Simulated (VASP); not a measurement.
# Ga (C2/c) in VASP: a series of runs

The runs below take Ga through electric field gradients, single point, with PBE.

All numbers are computed with VASP 6.6.1; they aren't measurements. Logs are shortened: lines on timing, memory, paths and dates and some standing lists are left out, and cuts for length are marked.

## 1. The cell of the first run

Symmetry: C2/c, No. 15, monoclinic system. Conventional cell: a = 2.710 Å, b = 7.890 Å, c = 3.265 Å, α = 90.00°, β = 92.02°, γ = 90.00°. Ga (site symmetry 2) has 10 Ga at 2.63 to 3.26 Å within 3.5 Å.

## 2. Electric field gradients, PBE (17.44 Å³/atom)

Input file INCAR:

```
SYSTEM = Ga
PREC = Accurate ; ENCUT = 520
EDIFF = 1E-8 ; ISMEAR = -1
SIGMA = 0.05 ; LREAL = .FALSE.
LASPH = .TRUE. ; NELM = 60
ALGO = Normal ; ISIF = 2
LWAVE = .FALSE. ; LCHARG = .FALSE.
GGA = PE ; LEFG = .TRUE.
NBANDS = 20
```

Input file KPOINTS:

```
regular mesh
0
G
  14 14 11
  0 0 0
```

Input file POSCAR:

```
Ga
1.0
    1.3550077528     -3.9450026874      0.0000000000
    1.3550077528      3.9450026874      0.0000000000
   -0.1150727842      0.0000000000      3.2625314290
Ga
2
Direct
    0.8690000000      0.1310000000      0.2500000000
    0.1310000000      0.8690000000      0.7500000000
```

Potentials or basis: VASP PAW PBE potentials, release 64 (Ga_d).

The run is started by

```bash
> cat potpaw_PBE.64/Ga_d/POTCAR > POTCAR
> mpirun -np 1 vasp_std > vasp.out
```

OUTCAR:

```text
SYSTEM = Ga
   PREC = Accurate
   ENCUT = 520
   EDIFF = 1E-8
   ISMEAR = -1
   LREAL = .FALSE.
   LASPH = .TRUE.
   NELM = 60
   ISIF = 2
   GGA = PE

 ion  position               nearest neighbor table
   1  0.869  0.131  0.250-   2 2.63   2 2.63   2 2.81   2 2.81   2 2.86   2 2.86
   2  0.131  0.869  0.750-   1 2.63   1 2.63   1 2.81   1 2.81   1 2.86   1 2.86

  LATTYP: Found a base centered monoclinic cell.
 ALAT       =     2.7100155056
 B/A-ratio  =     2.9114244396
 C/A-ratio  =     1.2046278548
 COS(beta)  =    -0.0352490928

  Lattice vectors:

 A1 = (   1.3550077528,  -3.9450026874,   0.0000000000)
 A2 = (   1.3550077528,   3.9450026874,   0.0000000000)
 A3 = (  -0.1150727842,   0.0000000000,   3.2625314290)

Analysis of symmetry for initial positions (statically):
=====================================================================
 Subroutine PRICEL returns:
 Original cell was already a primitive cell.

 Routine SETGRP: Setting up the symmetry group for a
 base centered monoclinic supercell.

 Subroutine GETGRP returns: Found  4 space group operations
 (whereof  2 operations were pure point group operations)
 out of a pool of  4 trial point group operations.

The static configuration has the point symmetry S_2 .
 The point group associated with its full space group is C_2h.

Analysis of symmetry for dynamics (positions and initial velocities):
=====================================================================
 Subroutine PRICEL returns:
 Original cell was already a primitive cell.

 Routine SETGRP: Setting up the symmetry group for a
 base centered monoclinic supercell.

 Subroutine GETGRP returns: Found  4 space group operations
 (whereof  2 operations were pure point group operations)
 out of a pool of  4 trial point group operations.

The dynamic configuration has the point symmetry S_2 .
 The point group associated with its full space group is C_2h.

 Subroutine INISYM returns: Found  4 space group operations
 (whereof  2 operations are pure point group operations),
 and found     1 'primitive' translations

----------------------------------------------------------------------------------------

                                     Primitive cell

  volume of cell :      34.8798
[... 116 lines left out ...]
   AEXX    =    0.0000 exact exchange contribution
   IVDW    =     0    specifies the selected vdW correction
   LEPSILON=     F    determine dielectric tensor
   LRPA    =     F    only Hartree local field effects (RPA)
 non-spin polarized calculation
  energy-cutoff  :      520.00
  volume of cell :       34.88
 maximum number of plane-waves:       955
   NGX = 15   NGY = 15   NGZ = 13

 number of electron      26.0000015 magnetization

 Free energy of the ion-electron system (eV)
  ---------------------------------------------------
  ext. energy  EPLUGINS =         0.00000000
  ---------------------------------------------------
  free energy    TOTEN  =        -5.72032011 eV

  energy without entropy =       -5.71522709  energy(sigma->0) =       -5.71777360

 E-fermi :   6.2670     XC(G=0): -11.3692

 val. band max:        6.2645722629   @ k =  -0.4286   0.1429   0.0909
 cond. band min:       6.2727728490   @ k =   0.1429   0.1429   0.0000
 fundamental gap:      0.0082005862
 Fermi energy:         6.2669767446

 k-point     1 :       0.0000    0.0000    0.0000
  band No.  band energies     occupation
      1      -9.0113      2.00000
      2      -9.0059      2.00000
      3      -8.9585      2.00000
      4      -8.9406      2.00000
      5      -8.6150      2.00000
      6      -8.6130      2.00000
[... 541 lines left out ...]
     19      18.2524      0.00000
     20      19.1213      0.00000

 [... further k-points ...]
[... 5 lines left out ...]
  --------------------------------------------------------------------------------------
  -------------------------------------------------------------------------------------
  Total        1.3364331      1.3830685      1.2369255      0.0000000      0.0000000     -0.0087537
  in kB       61.3880738     63.5302396     56.8172684      0.0000000      0.0000000     -0.4020958
  external PRESSURE =      60.5785272 kB  Pullay stress =       0.0000000 kB

 VOLUME and BASIS-vectors are now :
 -----------------------------------------------------------------------------
  energy-cutoff  :      520.00
  volume of cell :       34.88
      direct lattice vectors                 reciprocal lattice vectors
     1.355007753 -3.945002687  0.000000000     0.369001579 -0.126742626  0.013015059
     1.355007753  3.945002687  0.000000000     0.369001579  0.126742626  0.013015059
    -0.115072784  0.000000000  3.262531429     0.000000000  0.000000000  0.306510457

 POSITION                                       TOTAL-FORCE (eV/Angst)
 -----------------------------------------------------------------------------------
      1.32624     -2.91141      0.81563         0.000000      0.217089      0.000000
      1.26870      2.91141      2.44690        -0.000000     -0.217089     -0.000000
 -----------------------------------------------------------------------------------
    total drift:                                0.000000      0.000000     -0.000000

  FREE ENERGIE OF THE ION-ELECTRON SYSTEM (eV)
  ---------------------------------------------------
  free  energy   TOTEN  =        -5.7203201109 eV

  energy  without entropy=       -5.7152270900  energy(sigma->0) =       -5.71777360

 Electric field gradients (V/A^2)
---------------------------------------------------------------------
 ion       V_xx      V_yy      V_zz      V_xy      V_xz      V_yz
---------------------------------------------------------------------
   1      -7.815   -18.999    26.814     0.000    -2.914    -0.000
   2      -7.815   -18.999    26.814     0.000    -2.914    -0.000
---------------------------------------------------------------------

 Electric field gradients after diagonalization (V/A^2)
 (convention: |V_zz| > |V_xx| > |V_yy|)
----------------------------------------------------------------------
 ion       V_xx      V_yy      V_zz     asymmetry (V_yy - V_xx)/ V_zz
----------------------------------------------------------------------
   1     -18.999    -8.058    27.057       0.404
   2     -18.999    -8.058    27.057       0.404
----------------------------------------------------------------------

           NMR quadrupolar parameters

 Cq : quadrupolar parameter    Cq=e*Q*V_zz/h
 eta: asymmetry parameters     (V_yy - V_xx)/ V_zz
 Q  : nuclear electric quadrupole moment in mb (millibarn)
----------------------------------------------------------------------
 ion       Cq(MHz)       eta       Q (mb)
----------------------------------------------------------------------
   1       0.065       0.404       1.000
   2       0.065       0.404       1.000
----------------------------------------------------------------------
```

OSZICAR:

```text
N       E                     dE             d eps       ncg     rms          rms(c)
DAV:   1     0.130174373191E+03    0.13017E+03   -0.13211E+04 24832   0.252E+03
DAV:   2     0.526062795218E+01   -0.12491E+03   -0.12172E+03 24072   0.384E+02
DAV:   3    -0.562019210822E+01   -0.10881E+02   -0.10827E+02 26124   0.934E+01
DAV:   4    -0.577701615044E+01   -0.15682E+00   -0.15672E+00 26800   0.124E+01
DAV:   5    -0.577966958330E+01   -0.26534E-02   -0.26533E-02 26632   0.157E+00    0.154E+00
DAV:   6    -0.573067372453E+01    0.48996E-01   -0.96755E-02 31416   0.538E+00    0.788E-01
DAV:   7    -0.572138458712E+01    0.92891E-02   -0.19140E-02 33576   0.197E+00    0.214E-01
DAV:   8    -0.572030346662E+01    0.10811E-02   -0.24744E-03 26292   0.697E-01    0.199E-02
DAV:   9    -0.572031932893E+01   -0.15862E-04   -0.11519E-04 26344   0.108E-01    0.855E-03
DAV:  10    -0.572032026290E+01   -0.93397E-06   -0.76389E-06 26136   0.315E-02    0.235E-03
DAV:  11    -0.572032020274E+01    0.60163E-07   -0.10873E-06 27612   0.127E-02    0.564E-04
DAV:  12    -0.572032017181E+01    0.30928E-07   -0.11059E-07 27756   0.431E-03    0.167E-04
DAV:  13    -0.572032011174E+01    0.60069E-07   -0.14066E-08 17464   0.178E-03    0.630E-05
DAV:  14    -0.572032011094E+01    0.80217E-09   -0.24064E-09 13356   0.702E-04
   1 F= -.57203201E+01 E0= -.57177736E+01  d E =-.509302E-02
```

stdout:

```text
POSCAR found type information on POSCAR Ga
 POSCAR found :  1 types and       2 ions
 scaLAPACK will be used
 LDA part: xc-table for (Slater+PW92), standard interpolation
 POSCAR, INCAR and KPOINTS ok, starting setup
 FFT: planning ... GRIDC
 FFT: planning ... GRID_SOFT
 FFT: planning ... GRID
 WAVECAR not read
 entering main loop
ion   1

ion   2
```

Run time: 3.5 min. Hardware: 1 thread of Intel Xeon 6975P-C (Granite Rapids), shared host; peak memory 0.42 GiB.

What came out:

| Property | Result |
| --- | --- |
| Free energy | -5.7203 eV |
| Pressure | 6.1 GPa |
| Largest force | 0.217 eV/Å |
| Band gap on the k mesh | zero (bands 13 and 14 overlap by 8.38 eV) |
| Largest electric field gradient by atom | Ga +27.1 V/Å² |

Forces in eV/Å, atoms in the order of the input:
```
Ga   0.000  0.217  0.000
Ga   0.000 -0.217  0.000
```

Levels at points of the mesh, in eV from the Fermi level:
```
           k point  band 9  band 10  band 11  band 12  band 13  band 14  band 15  band 16  band 17  band 18
(0.00, 0.00, 0.00)  -14.83   -14.67   -11.73    -2.29    -1.45     1.64     5.53    10.14    10.69    10.91
(0.50, 0.00, 0.00)  -14.74   -14.70    -6.21    -5.31    -1.48     0.11     6.07     6.95     8.82     9.87
(0.50, 0.50, 0.00)  -14.79   -14.74    -9.50    -8.97     4.13     4.75     6.16     6.39     7.87    11.27
```

Electric field gradients, principal values (V/Å²):
| atom | least | middle | greatest (by size) |
| --- | --- | --- | --- |
| 1 Ga | -8.058 | -18.999 | 27.057 |
| 2 Ga | -8.058 | -18.999 | 27.057 |

Caveat: the cell stands under pressure; without QUAD_EFG the Cq values of the log hold for a quadrupole moment of 1 mb, not for the nuclei.

## 3. Electric field gradients, PBE (17.44 Å³/atom)

Input file INCAR:

```
  PREC = Accurate
  ENCUT = 520
  EDIFF = 1E-8
  ISMEAR = -1
  SIGMA = 0.05
  LREAL = F
  LASPH = T
  NELM = 60
  ALGO = Normal
  ISIF = 2
  LWAVE = F
  LCHARG = F
  GGA = PE
  LEFG = T
  NBANDS = 20
```

Input file KPOINTS:

```
Automatic mesh
0
Gamma
  14 14 11
```

POSCAR is that of step 2.

Potentials or basis: VASP PAW PBE potentials, release 64 (Ga_d).

The run is started by

```bash
> cat potpaw_PBE.64/Ga_d/POTCAR > POTCAR
> mpirun -np 1 vasp_std > vasp.out
```

OUTCAR:

```text
PREC = Accurate
   ENCUT = 520
   EDIFF = 1E-8
   ISMEAR = -1
   LREAL = F
   LASPH = T
   NELM = 60
   ISIF = 2
   GGA = PE

 ion  position               nearest neighbor table
   1  0.869  0.131  0.250-   2 2.63   2 2.63   2 2.81   2 2.81   2 2.86   2 2.86
   2  0.131  0.869  0.750-   1 2.63   1 2.63   1 2.81   1 2.81   1 2.86   1 2.86

  LATTYP: Found a base centered monoclinic cell.
 ALAT       =     2.7100155056
 B/A-ratio  =     2.9114244396
 C/A-ratio  =     1.2046278548
 COS(beta)  =    -0.0352490928

  Lattice vectors:

 A1 = (   1.3550077528,  -3.9450026874,   0.0000000000)
 A2 = (   1.3550077528,   3.9450026874,   0.0000000000)
 A3 = (  -0.1150727842,   0.0000000000,   3.2625314290)

Analysis of symmetry for initial positions (statically):
=====================================================================
 Subroutine PRICEL returns:
 Original cell was already a primitive cell.

[... 744 lines left out ...]
  volume of cell :       34.88
      direct lattice vectors                 reciprocal lattice vectors
     1.355007753 -3.945002687  0.000000000     0.369001579 -0.126742626  0.013015059
     1.355007753  3.945002687  0.000000000     0.369001579  0.126742626  0.013015059
    -0.115072784  0.000000000  3.262531429     0.000000000  0.000000000  0.306510457

 POSITION                                       TOTAL-FORCE (eV/Angst)
 -----------------------------------------------------------------------------------
      1.32624     -2.91141      0.81563         0.000000      0.217089      0.000000
      1.26870      2.91141      2.44690        -0.000000     -0.217089     -0.000000
 -----------------------------------------------------------------------------------
    total drift:                                0.000000      0.000000     -0.000000

  FREE ENERGIE OF THE ION-ELECTRON SYSTEM (eV)
  ---------------------------------------------------
  free  energy   TOTEN  =        -5.7203201109 eV

  energy  without entropy=       -5.7152270900  energy(sigma->0) =       -5.71777360

 Electric field gradients (V/A^2)
---------------------------------------------------------------------
 ion       V_xx      V_yy      V_zz      V_xy      V_xz      V_yz
---------------------------------------------------------------------
   1      -7.815   -18.999    26.814     0.000    -2.914    -0.000
   2      -7.815   -18.999    26.814     0.000    -2.914    -0.000
---------------------------------------------------------------------

 Electric field gradients after diagonalization (V/A^2)
 (convention: |V_zz| > |V_xx| > |V_yy|)
----------------------------------------------------------------------
 ion       V_xx      V_yy      V_zz     asymmetry (V_yy - V_xx)/ V_zz
----------------------------------------------------------------------
   1     -18.999    -8.058    27.057       0.404
   2     -18.999    -8.058    27.057       0.404
----------------------------------------------------------------------

           NMR quadrupolar parameters

 Cq : quadrupolar parameter    Cq=e*Q*V_zz/h
 eta: asymmetry parameters     (V_yy - V_xx)/ V_zz
 Q  : nuclear electric quadrupole moment in mb (millibarn)
----------------------------------------------------------------------
 ion       Cq(MHz)       eta       Q (mb)
----------------------------------------------------------------------
   1       0.065       0.404       1.000
   2       0.065       0.404       1.000
----------------------------------------------------------------------
```

OSZICAR:

```text
N       E                     dE             d eps       ncg     rms          rms(c)
DAV:   1     0.130174373191E+03    0.13017E+03   -0.13211E+04 24832   0.252E+03
DAV:   2     0.526062795218E+01   -0.12491E+03   -0.12172E+03 24072   0.384E+02
DAV:   3    -0.562019210822E+01   -0.10881E+02   -0.10827E+02 26124   0.934E+01
DAV:   4    -0.577701615044E+01   -0.15682E+00   -0.15672E+00 26800   0.124E+01
DAV:   5    -0.577966958330E+01   -0.26534E-02   -0.26533E-02 26632   0.157E+00    0.154E+00
DAV:   6    -0.573067372453E+01    0.48996E-01   -0.96755E-02 31416   0.538E+00    0.788E-01
DAV:   7    -0.572138458712E+01    0.92891E-02   -0.19140E-02 33576   0.197E+00    0.214E-01
DAV:   8    -0.572030346662E+01    0.10811E-02   -0.24744E-03 26292   0.697E-01    0.199E-02
DAV:   9    -0.572031932893E+01   -0.15862E-04   -0.11519E-04 26344   0.108E-01    0.855E-03
DAV:  10    -0.572032026290E+01   -0.93397E-06   -0.76389E-06 26136   0.315E-02    0.235E-03
DAV:  11    -0.572032020274E+01    0.60163E-07   -0.10873E-06 27612   0.127E-02    0.564E-04
DAV:  12    -0.572032017181E+01    0.30928E-07   -0.11059E-07 27756   0.431E-03    0.167E-04
DAV:  13    -0.572032011174E+01    0.60069E-07   -0.14066E-08 17464   0.178E-03    0.630E-05
DAV:  14    -0.572032011094E+01    0.80217E-09   -0.24064E-09 13356   0.702E-04
   1 F= -.57203201E+01 E0= -.57177736E+01  d E =-.509302E-02
```

stdout:

```text
POSCAR found type information on POSCAR Ga
 POSCAR found :  1 types and       2 ions
 scaLAPACK will be used
 LDA part: xc-table for (Slater+PW92), standard interpolation
 POSCAR, INCAR and KPOINTS ok, starting setup
 FFT: planning ... GRIDC
 FFT: planning ... GRID_SOFT
 FFT: planning ... GRID
 WAVECAR not read
 entering main loop
ion   1

ion   2
```

It took 3.4 min on 1 thread of Intel Xeon 6975P-C (Granite Rapids), shared host; peak memory 0.42 GiB.

What came out:

```yaml
Free_energy: -5.7203 eV
Pressure: 6.1 GPa
Largest_force: 0.217 eV/Å
Band_gap_on_the_k_mesh: zero (bands 13 and 14 overlap by 8.38 eV)
Largest_electric_field_gradient_by_atom: Ga +27.1 V/Å²
```

Forces in eV/Å, atoms in the order of the input:
```
Ga   0.000  0.217  0.000
Ga   0.000 -0.217  0.000
```

Electric field gradients, principal values (V/Å²):
```
atom   least   middle  greatest (by size)
1 Ga  -8.058  -18.999              27.057
2 Ga  -8.058  -18.999              27.057
```

Caveat: the cell stands under pressure; without QUAD_EFG the Cq values of the log hold for a quadrupole moment of 1 mb, not for the nuclei.

[end of part 1 of 2]
